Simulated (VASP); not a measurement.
Write the native input for VASP 6.6.1 that does the following.

```
Task                   : single point
Functional             : LDA
Potentials or basis    : VASP PAW LDA potentials, release 64 (Na_pv)
Cutoff                 : 500 eV
k mesh                 : 7 × 7 × 7
Occupations            : gaussian, width 0.05 eV
Spin                   : no spin polarisation
Dipole correction      : no
Further INCAR settings : ALGO = Normal; EDIFF = 1e-06; NBANDS = 10
```

The structure of Na lies in POSCAR:

```
Na
1.0
   -2.0282454401      2.0282454401      2.0282454401
    2.0282454401     -2.0282454401      2.0282454401
    2.0282454401      2.0282454401     -2.0282454401
Na
1
Direct
    0.0000000000      0.0000000000      0.0000000000
```

One way to write it, as run:

INCAR

```
PREC = Accurate
ENCUT = 500
EDIFF = 1E-6
ISMEAR = 0
SIGMA = 0.05
LREAL = False
LASPH = True
NELM = 120
ALGO = Normal
ISIF = 2
LWAVE = False
LCHARG = True
LELF = True
LVHAR = True
NBANDS = 10
GGA_COMPAT = False
```

KPOINTS

```
regular mesh
0
Gamma
  7 7 7
```

Potentials or basis: VASP PAW LDA potentials, release 64 (Na_pv).

Command:

```bash
$ cat potpaw_LDA.64/Na_pv/POTCAR > POTCAR
$ mpirun -np 1 vasp_std > vasp.out
```

It gave:

```json
{
 "Pressure": "-0.1 GPa"
}
```

Run time: 9.4 s on 1 thread of AMD EPYC 7R43 64-Core Processor (Zen 3), on a shared host, peak memory 0.09 GiB.
